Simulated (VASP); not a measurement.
Runs of VASP 6.6.1 on NaI. The structure is that of space group Pmma (No. 51), or close to it. The cells are those of the table. 

| cell | gap on the mesh (eV) | pressure (GPa) | largest force (eV/Å) |
| --- | --- | --- | --- |
| a = 4.880, b = 4.507, c = 6.998 Å, 4 atoms | (b) | (a) | 0.04 |
| a = 4.350, b = 4.018, c = 8.806 Å, 4 atoms | 3.24 | 1.7 | 0.01 |
| a = 4.478, b = 4.136, c = 8.310 Å, 4 atoms | 3.15 | 0.3 | 0.01 |
| a = 4.686, b = 4.328, c = 7.589 Å, 4 atoms | 2.57 | -1.2 | 0.03 |
| a = 4.752, b = 4.390, c = 7.377 Å, 4 atoms | 2.40 | -1.5 | 0.04 |

Alike in all rows: task single point; level PBE+D3(BJ); potentials or basis VASP PAW PBE potentials, release 64 (Na_pv, I); no spin polarisation; k mesh 6 × 6 × 4; cutoff (eV) 520; smearing gaussian 0.05 eV.

Problem. Estimate the missing entries.

Solution. (a) -1.9; (b) 2.09.

Caveats: spin-orbit coupling is left out, which moves the levels of the heavy elements.

A k mesh can miss the band edges, and the runs leave out spin-orbit coupling on I.
